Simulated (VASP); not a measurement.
**C: single point with PBE**

C:

```
CELL_PARAMETERS angstrom
0.00000 1.92425 1.91085
1.52243 0.00000 1.91085
1.52243 1.92425 0.00000
ATOMIC_POSITIONS crystal
C 0.50000 0.50000 0.50000
C 0.75000 0.75000 0.75000
```

This cell differs from its parent crystal: strain +e along x and -e along y -0.1125, strain +e along z and -e/2 along x and y +0.0700.

| Property | Result |
| --- | --- |
| Program | VASP 6.6.1 |
| Task | single point |
| Functional | PBE |
| Potentials or basis | VASP PAW PBE potentials, release 64 (C) |
| Cutoff | 520 eV |
| k mesh | 12 × 12 × 12 |
| Occupations | gaussian, width 0.05 eV |
| Spin | no spin polarisation |
| Dipole correction | no |
| Further INCAR settings | ALGO = Normal; EDIFF = 1e-06; NBANDS = 11 |

```yaml
Pressure: 8.8 GPa
Band_gap_on_the_k_mesh: zero (band 4 reaches 11.83 eV, above the bottom of band 5 at 10.63 eV)
```

Stress tensor (GPa, compression positive):
```
115.22   0.00   0.00
  0.00 -49.24   0.00
  0.00   0.00 -39.73
```

Levels at points of the mesh, in eV from the Fermi level:
```
           k point  band 2  band 3  band 4  band 5  band 6  band 7
(0.00, 0.00, 0.00)   -2.11   -1.95    0.75    3.18    5.96    6.04
(0.50, 0.00, 0.00)  -14.46   -5.56   -2.38    4.12    6.32   11.01
(0.50, 0.50, 0.00)  -14.97   -5.92   -5.92    5.89    5.89   13.36
(0.50, 0.00, 0.50)  -15.07   -5.82   -5.82    6.05    6.05   13.44
(0.00, 0.50, 0.50)  -11.35   -9.43   -9.43    0.39    0.39   16.24
```

It took 13 s on 1 thread of Intel(R) Xeon(R) Platinum 8559C (Emerald Rapids), with other jobs on the host, peak memory 0.13 GiB.

Caveat: the cell differs from its parent crystal (strain +e along x and -e along y -0.1125, strain +e along z and -e/2 along x and y +0.0700).
